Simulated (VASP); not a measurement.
# RuCO3 (R-3c) in VASP: further runs

RuCO3 is run at these levels: PBEsol; tasks: single point, relaxation of cell and atoms.

Everything below comes from runs of VASP 6.6.1. Logs are shortened: lines on timing, memory, paths and dates and some standing lists are left out, and cuts for length are marked.

## (1) The cell of the first run

The structure is trigonal, space group R-3c (No. 167). The conventional cell has a = 4.685 Å, b = 4.685 Å, c = 14.213 Å, α = 90.00°, β = 90.00°, γ = 120.00°. Ru (site symmetry -3) has 6 O at 2.08 Å within 2.8 Å. C (site symmetry 32) has 3 O at 1.30 Å within 1.7 Å. Within 1.7 Å of O (site symmetry 2) lie 1 C at 1.30 Å.

## (2) Single point, PBEsol

The input, INCAR:

```
PREC = Accurate ; ENCUT = 520
EDIFF = 1E-6 ; ISMEAR = -1
SIGMA = 0.1 ; LREAL = False
LASPH = True ; NELM = 100
ALGO = Normal ; ISIF = 2
LWAVE = False ; LCHARG = False
GGA = PS ; NBANDS = 47
```

The input, KPOINTS:

```
Automatic mesh
0
Gamma
  5 5 5
```

The input, POSCAR:

```
RuCO3
1.0
    4.6849877014      0.0000000000      0.0000000000
   -2.3424938507      4.0573183658      0.0000013726
   -2.3424938507      1.3524378525      4.7376433128
Ru C O
2 2 6
Direct
    0.0000000000      0.0000000000      0.0000000000
    0.5000000000      0.5000000000      0.5000000000
    0.2500000000      0.7500000000      0.7500000000
    0.7500000000      0.2500000000      0.2500000000
    0.5266517344      0.7500000000      0.7500000000
    0.2500000000      0.0266517344      0.7500000000
    0.9733482656      0.4733482656      0.7500000000
    0.4733482656      0.2500000000      0.2500000000
    0.7500000000      0.9733482656      0.2500000000
    0.0266517344      0.5266517344      0.2500000000
```

Potentials or basis: VASP PAW PBE potentials, release 64 (Ru_pv, C, O).

Command:

```sh
> cat potpaw_PBE.64/Ru_pv/POTCAR potpaw_PBE.64/C/POTCAR potpaw_PBE.64/O/POTCAR > POTCAR
> mpirun -np 1 vasp_std > vasp.out
```

OUTCAR:

```text
PREC = Accurate
   ENCUT = 520
   EDIFF = 1E-6
   ISMEAR = -1
   LREAL = False
   LASPH = True
   NELM = 100
   ISIF = 2
   GGA = PS

 ion  position               nearest neighbor table
   1  0.000  0.000  0.000-   5 2.08   8 2.08   7 2.08  10 2.08   9 2.08   6 2.08
   2  0.500  0.500  0.500-   5 2.08   8 2.08   6 2.08   9 2.08   7 2.08  10 2.08
   3  0.250  0.750  0.750-   6 1.30   7 1.30   5 1.30
   4  0.750  0.250  0.250-   9 1.30  10 1.30   8 1.30
   5  0.527  0.750  0.750-   3 1.30   1 2.08   2 2.08
   6  0.250  0.027  0.750-   3 1.30   2 2.08   1 2.08
   7  0.973  0.473  0.750-   3 1.30   1 2.08   2 2.08
   8  0.473  0.250  0.250-   4 1.30   1 2.08   2 2.08
   9  0.750  0.973  0.250-   4 1.30   2 2.08   1 2.08
  10  0.027  0.527  0.250-   4 1.30   1 2.08   2 2.08

  LATTYP: Found a trigonal (rhomboedric) cell.
 ALAT       =     5.4554220501
 COS(alpha) =     0.6312515485

  Lattice vectors:

 A1 = (   0.0000000000,  -2.7048805133,   4.7376419402)
 A2 = (   2.3424938507,   1.3524378525,   4.7376433128)
 A3 = (  -2.3424938507,   1.3524378525,   4.7376433128)

Analysis of symmetry for initial positions (statically):
=====================================================================
 Subroutine PRICEL returns:
 Original cell was already a primitive cell.

 Routine SETGRP: Setting up the symmetry group for a
 trigonal (rhombohedral) supercell.

 Subroutine GETGRP returns: Found 12 space group operations
 (whereof  6 operations were pure point group operations)
 out of a pool of 12 trial point group operations.

The static configuration has the point symmetry S_6 .
 The point group associated with its full space group is D_3d.

Analysis of symmetry for dynamics (positions and initial velocities):
=====================================================================
 Subroutine PRICEL returns:
 Original cell was already a primitive cell.

 Routine SETGRP: Setting up the symmetry group for a
 trigonal (rhombohedral) supercell.

 Subroutine GETGRP returns: Found 12 space group operations
 (whereof  6 operations were pure point group operations)
 out of a pool of 12 trial point group operations.

The dynamic configuration has the point symmetry S_6 .
 The point group associated with its full space group is D_3d.

 Subroutine INISYM returns: Found 12 space group operations
 (whereof  6 operations are pure point group operations),
 and found     1 'primitive' translations

----------------------------------------------------------------------------------------

                                     Primitive cell

  volume of cell :      90.0554

  direct lattice vectors                    reciprocal lattice vectors
     4.684987701  0.000000000  0.000000000     0.213447732  0.123234082  0.070358518
    -2.342493851  4.057318366  0.000001373     0.000000000  0.246468235 -0.070358393
    -2.342493851  1.352437853  4.737643313     0.000000000 -0.000000071  0.211075429

  length of vectors
     4.684987701  4.684987701  5.455422050     0.256314054  0.256314054  0.211075429

  position of ions in fractional coordinates (direct lattice)
     0.000000000  0.000000000  0.000000000
     0.500000000  0.500000000  0.500000000
     0.250000000  0.750000000  0.750000000
     0.750000000  0.250000000  0.250000000
     0.526651734  0.750000000  0.750000000
     0.250000000  0.026651734  0.750000000
     0.973348266  0.473348266  0.750000000
     0.473348266  0.250000000  0.250000000
     0.750000000  0.973348266  0.250000000
     0.026651734  0.526651734  0.250000000

  ion indices of the primitive-cell ions
   primitive index   ion index
                 1           1
                 2           2
                 3           3
                 4           4
                 5           5
                 6           6
                 7           7
                 8           8
                 9           9
                10          10

----------------------------------------------------------------------------------------

 KPOINTS: Automatic mesh

Automatic generation of k-mesh.
 Grid dimensions read from file:
 generate k-points for:    5    5    5

 Generating k-lattice:

  Cartesian coordinates                     Fractional coordinates (reciprocal lattice)
     0.042689546  0.024646816  0.014071704     0.200000000 -0.000000000 -0.000000000
     0.000000000  0.049293647 -0.014071679     0.000000000  0.200000000  0.000000000
     0.000000000 -0.000000014  0.042215086     0.000000000  0.000000000  0.200000000

  Length of vectors
     0.051262811  0.051262811  0.042215086

  Shift w.r.t. Gamma in fractional coordinates (k-lattice)
     0.000000000  0.000000000  0.000000000

 Subroutine IBZKPT returns following result:
 ===========================================

 Found     19 irreducible k-points:

 Following reciprocal coordinates:
            Coordinates               Weight
  0.000000  0.000000  0.000000      1.000000
  0.200000  0.000000  0.000000      6.000000
  0.400000  0.000000  0.000000      6.000000
  0.200000  0.200000  0.000000      6.000000
  0.400000  0.200000  0.000000     12.000000
 -0.400000  0.200000 -0.000000     12.000000
[... 11 lines left out ...]
  0.000000 -0.000000  0.400000      2.000000
  0.200000  0.000000  0.400000      6.000000
   k-points           NKPTS =     19   k-points in BZ     NKDIM =     19   number of bands    NBANDS=     47
   number of dos      NEDOS =    301   number of ions     NIONS =     10
   total plane-waves  NPLWV =  54432
   dimension x,y,z NGX =    36 NGY =   36 NGZ =   42
   dimension x,y,z NGXF=    72 NGYF=   72 NGZF=   84
   ions per type =               2   2   6
   NGX,Y,Z   is equivalent  to a cutoff of  12.77, 12.77, 12.80 a.u.
   NGXF,Y,Z  is equivalent  to a cutoff of  25.55, 25.55, 25.60 a.u.
 SYSTEM =  unknown system
   PREC   = accura    normal or accurate (medium, high low for compatibility)
   ISTART =      0    job   : 0-new  1-cont  2-samecut
   ICHARG =      2    charge: 1-file 2-atom 10-const
   ISPIN  =      1    spin polarized calculation?
   LNONCOLLINEAR =      F non collinear calculations
   LSORBIT =      F    spin-orbit coupling
   LASPH  =      T    aspherical Exc in radial PAW
   ENCUT  =  520.0 eV  38.22 Ry    6.18 a.u.   8.71  8.71 10.14*2*pi/ulx,y,z
   NELM   =    100;   NELMIN=  2; NELMDL= -5     # of ELM steps
   EDIFF  = 0.1E-05   stopping-criterion for ELM
   LREAL  =      F    real-space projection
   EDIFFG = 0.1E-04   stopping-criterion for IOM
   NSW    =      0    number of steps for IOM
   IBRION =     -1    ionic relax: 0-MD 1-quasi-New 2-CG
   NFREE  =      0    steps in history (QN), initial steepest desc. (CG)
   ISIF   =      2    stress and relaxation
   ISYM   =      2    0-nonsym 1-usesym 2-fastsym
   POTIM  = 0.5000    time-step for ionic-motion
   TEBEG  =    0.0;   TEEND  =   0.0 temperature during run
   PSTRESS=    0.0 pullay stress
   NELECT =      72.0000    total number of electrons
   NUPDOWN=      -1.0000    fix difference up-down
   EMIN   =  10.00;   EMAX   =-10.00  energy-range for DOS
   EFERMI =   0.00;   METHOD = LEGACY
   ISMEAR =    -1;   SIGMA  =   0.10  broadening in eV -4-tet -1-fermi 0-gaus
   EFERMI_NEDOS =   21; number of points for ismear=-14 and -15
   IALGO  =     38    algorithm
   IMIX   =      4    mixing-type and parameters
     AMIX     =   0.40;   BMIX     =  1.00
     AMIX_MAG =   1.60;   BMIX_MAG =  1.00
  volume/ion in A,a.u.               =       9.01        60.77
  Fermi-wavevector in a.u.,A,eV,Ry     =   1.519436  2.871317 31.411572  2.308685
  Thomas-Fermi vector in A             =   2.628422
   LORBIT       =      0    0 simple, 1 ext, 2 COOP (PROOUT), +10 PAW based schemes
   GGA     = PS    functional components
   LHFCALC =     F    Hartree Fock is set to
   AEXX    =    0.0000 exact exchange contribution
   IVDW    =     0    specifies the selected vdW correction
   LEPSILON=     F    determine dielectric tensor
   LRPA    =     F    only Hartree local field effects (RPA)
 non-spin polarized calculation
  energy-cutoff  :      520.00
  volume of cell :       90.06
 maximum number of plane-waves:      2446
   NGX = 17   NGY = 17   NGZ = 21

 number of electron      71.9999994 magnetization

 Free energy of the ion-electron system (eV)
  ---------------------------------------------------
  ext. energy  EPLUGINS =         0.00000000
  ---------------------------------------------------
  free energy    TOTEN  =       -79.70732532 eV

  energy without entropy =      -79.70329685  energy(sigma->0) =      -79.70531109

 E-fermi :   8.1402     XC(G=0): -12.3300

 val. band max:        7.5588029935   @ k =   0.2000   0.4000   0.2000
 cond. band min:       8.6443572950   @ k =   0.2000   0.0000   0.0000
 fundamental gap:      1.0855543016
 Fermi energy:         8.1401897920

 k-point     1 :       0.0000    0.0000    0.0000
  band No.  band energies     occupation
      1     -34.8740      2.00000
      2     -34.8571      2.00000
      3     -34.8571      2.00000
      4     -34.8290      2.00000
      5     -34.8290      2.00000
      6     -34.8246      2.00000
[... 39 lines left out ...]
     46      17.7166      0.00000
     47      17.7166      0.00000

 k-point     2 :       0.2000    0.0000    0.0000
  band No.  band energies     occupation
      1     -34.8691      2.00000
      2     -34.8552      2.00000
      3     -34.8547      2.00000
      4     -34.8325      2.00000
      5     -34.8319      2.00000
      6     -34.8292      2.00000
[... 39 lines left out ...]
     46      16.6681      0.00000
     47      17.2463      0.00000

 k-point     3 :       0.4000    0.0000    0.0000
  band No.  band energies     occupation
      1     -34.8566      2.00000
      2     -34.8495      2.00000
      3     -34.8482      2.00000
      4     -34.8413      2.00000
      5     -34.8409      2.00000
      6     -34.8394      2.00000
[... 789 lines left out ...]
     46      17.5660      0.00000
     47      18.3769      0.00000

 k-point    19 :       0.2000    0.0000    0.4000
  band No.  band energies     occupation
      1     -34.8642      2.00000
      2     -34.8554      2.00000
      3     -34.8503      2.00000
      4     -34.8395      2.00000
      5     -34.8364      2.00000
      6     -34.8277      2.00000
[... 39 lines left out ...]
     46      16.8009      0.00000
     47      17.1548      0.00000

------------------------ aborting loop because EDIFF is reached ----------------------------------------

  FORCE on cell =-STRESS in cart. coord.  units (eV):
  Direction    XX          YY          ZZ          XY          YZ          ZX
  --------------------------------------------------------------------------------------
  -------------------------------------------------------------------------------------
  Total        0.9725233      0.9725233     -0.1900894      0.0000000      0.0000004     -0.0000000
  in kB       17.3021767     17.3021767     -3.3818840      0.0000000      0.0000070     -0.0000000
  external PRESSURE =      10.4074898 kB  Pullay stress =       0.0000000 kB

 VOLUME and BASIS-vectors are now :
 -----------------------------------------------------------------------------
  energy-cutoff  :      520.00
  volume of cell :       90.06
      direct lattice vectors                 reciprocal lattice vectors
     4.684987701  0.000000000  0.000000000     0.213447732  0.123234082  0.070358518
    -2.342493851  4.057318366  0.000001373     0.000000000  0.246468235 -0.070358393
    -2.342493851  1.352437853  4.737643313     0.000000000 -0.000000071  0.211075429

 POSITION                                       TOTAL-FORCE (eV/Angst)
 -----------------------------------------------------------------------------------
      0.00000      0.00000      0.00000         0.000000     -0.000000     -0.000000
      0.00000      2.70488      2.36882         0.000000     -0.000000     -0.000000
     -2.34249      4.05732      3.55323         0.000000     -0.000000      0.000000
      2.34249      1.35244      1.18441         0.000000     -0.000000      0.000000
     -1.04638      4.05732      3.55323         0.269947     -0.000000     -0.000000
     -0.64805      1.12246      3.55323        -0.134973      0.233781      0.000000
      1.69444      2.93485      3.55323        -0.134973     -0.233781     -0.000000
      1.04638      1.35244      1.18441        -0.269947     -0.000000      0.000000
      0.64805      4.28729      1.18441         0.134973     -0.233781     -0.000000
     -1.69444      2.47490      1.18441         0.134973      0.233781      0.000000
 -----------------------------------------------------------------------------------
    total drift:                                0.000000      0.000000     -0.000000

  FREE ENERGIE OF THE ION-ELECTRON SYSTEM (eV)
  ---------------------------------------------------
  free  energy   TOTEN  =       -79.7073253218 eV

  energy  without entropy=      -79.7032968503  energy(sigma->0) =      -79.70531109
```

It took 1.7 min on 1 thread of AMD EPYC 7R43 (Zen 3), shared host; peak memory 0.21 GiB.

What came out:

```yaml
Free_energy: -79.7073 eV
Pressure: 1.0 GPa
Largest_force: 0.270 eV/Å
Band_gap_on_the_k_mesh: 1.09 eV (least direct gap 1.23 eV)
```

Forces on the atoms (eV/Å):
```
Ru   0.000  0.000  0.000
Ru   0.000  0.000  0.000
C    0.000  0.000  0.000
C    0.000  0.000  0.000
O    0.270  0.000  0.000
O   -0.135  0.234  0.000
O   -0.135 -0.234  0.000
O   -0.270  0.000  0.000
O    0.135 -0.234  0.000
O    0.135  0.234  0.000
```

Stress tensor (GPa, compression positive):
```
 1.73  0.00  0.00
 0.00  1.73  0.00
 0.00  0.00 -0.34
```

Caveat: the PAW data sets were made with another functional, which shifts forces and pressure a little; an odd mesh through Γ misses points on the zone boundary, where band edges can lie.

## (3) Relaxation of cell and atoms, PBEsol

This run uses another cell than the first one, of 8.82 Å³/atom.

The input, INCAR:

```
SYSTEM = RuCO3
ALGO = Normal ; EDIFF = 1E-7
EDIFFG = -0.01 ; ENCUT = 600
GGA = PS ; IBRION = 2
ISIF = 3 ; ISMEAR = -1
LASPH = .TRUE. ; LCHARG = .FALSE.
LREAL = .FALSE. ; LWAVE = .FALSE.
NELM = 100 ; NSW = 100
PREC = Accurate ; SIGMA = 0.1
```

The input, KPOINTS:

```
k-points
0
G
  5 5 5
  0 0 0
```

The input, POSCAR:

```
RuCO3
1.0
    4.5507427000      0.0000000000      0.0000000000
   -2.2753713500      3.9410596400      0.0000000000
   -2.2753713500      1.3136832200      4.9166638400
Ru C O
2 2 6
Direct
    0.0000000000      0.0000000000      0.0000000000
    0.5000000000      0.5000000000      0.5000000000
    0.2500000000      0.7500000000      0.7500000000
    0.7500000000      0.2500000000      0.2500000000
    0.5290000000      0.7500000000      0.7500000000
    0.2500000000      0.0290000000      0.7500000000
    0.9710000000      0.4710000000      0.7500000000
    0.4710000000      0.2500000000      0.2500000000
    0.7500000000      0.9710000000      0.2500000000
    0.0290000000      0.5290000000      0.2500000000
```

Potentials or basis: VASP PAW PBE potentials, release 64 (Ru_pv, C, O).

Command:

```sh
> cat potpaw_PBE.64/Ru_pv/POTCAR potpaw_PBE.64/C/POTCAR potpaw_PBE.64/O/POTCAR > POTCAR
> mpirun -np 1 vasp_std > vasp.out
```

Run time: 17 min. Hardware: 1 thread of AMD EPYC 7R43 (Zen 3), shared host; peak memory 0.25 GiB.

The run converged. Its results:

```
Free energy                           : -79.7253 eV
Relaxed volume                        : 8.99 Å³/atom
Relaxed cell                          : a = 4.687 Å, b = 4.687 Å, c = 5.446 Å, α = 64.51°, β = 115.49°, γ = 120.00°
Space group after relaxing (to 0.1 Å) : R-3c (No. 167)
Energy gained by relaxing             : 29.0 meV/atom
Ionic steps                           : 14
Pressure after relaxing               : 0.1 GPa
Band gap on the k mesh                : 1.06 eV (least direct gap 1.22 eV)
```

Forces on the atoms (eV/Å):
```
Ru   0.000  0.000  0.000
Ru   0.000  0.000  0.000
C    0.000  0.000  0.000
C    0.000  0.000  0.000
O   -0.003  0.000  0.000
O    0.001 -0.003  0.000
O    0.001  0.003  0.000
O    0.003  0.000  0.000
O   -0.001  0.003  0.000
O   -0.001 -0.003  0.000
```

Stress tensor (GPa, compression positive):
```
 0.13  0.00  0.00
 0.00  0.13  0.00
 0.00  0.00 -0.03
```

The path:
| step | energy change (eV) | largest force (eV/Å) | pressure (GPa) | volume (Å³) |
| --- | --- | --- | --- | --- |
| 1 | 0.0000 | 1.6767 | 13.78 | 88.18 |
| 2 | 1.7399 | 4.1886 | -27.16 | 98.13 |
| 3 | -0.2099 | 0.5395 | 0.41 | 90.40 |
| 4 | -0.2120 | 0.3953 | 1.36 | 90.21 |
| 5 | -0.2120 | 0.3629 | 1.57 | 90.17 |
| 6 | -0.2470 | 0.1011 | -1.04 | 91.41 |
| 7 | -0.2494 | 0.0141 | -1.85 | 91.83 |
| 8 | -0.2682 | 0.1959 | -0.20 | 91.08 |
| 9 | -0.2745 | 0.3913 | 1.36 | 90.39 |
| 10 | -0.2824 | 0.2593 | 0.91 | 90.26 |
| 11 | -0.2897 | 0.0291 | -0.05 | 89.94 |
| 12 | -0.2897 | 0.0374 | -0.07 | 89.93 |
| 13 | -0.2897 | 0.0151 | 0.03 | 89.93 |
| 14 | -0.2897 | 0.0029 | 0.08 | 89.92 |

Final structure:
```xyz
10
Lattice="4.6872 0.0000 0.0000 -2.3436 4.0592 0.0000 -2.3436 1.3531 4.7261" Properties=species:S:1:pos:R:3 pbc="T T T"
Ru    4.6872    0.0000    0.0000
Ru    0.0000    2.7062    2.3630
C    -2.3436    4.0592    3.5446
C     2.3436    1.3531    1.1815
O    -1.0431    4.0592    3.5446
O    -0.6502    1.1262    3.5446
O     1.6934    2.9330    3.5446
O     1.0431    1.3531    1.1815
O     0.6502    4.2861    1.1815
O    -1.6934    2.4793    1.1815
```

Levels at points of the mesh, in eV from the valence-band top:
```
           k point  band 33  band 34  band 35  band 36  band 37  band 38  band 39  band 40
(0.00, 0.00, 0.00)    -0.73    -0.54    -0.54    -0.32     1.66     1.66     1.81     2.97
```

Caveat: the PAW data sets were made with another functional, which shifts forces and pressure a little; an odd mesh through Γ misses points on the zone boundary, where band edges can lie.
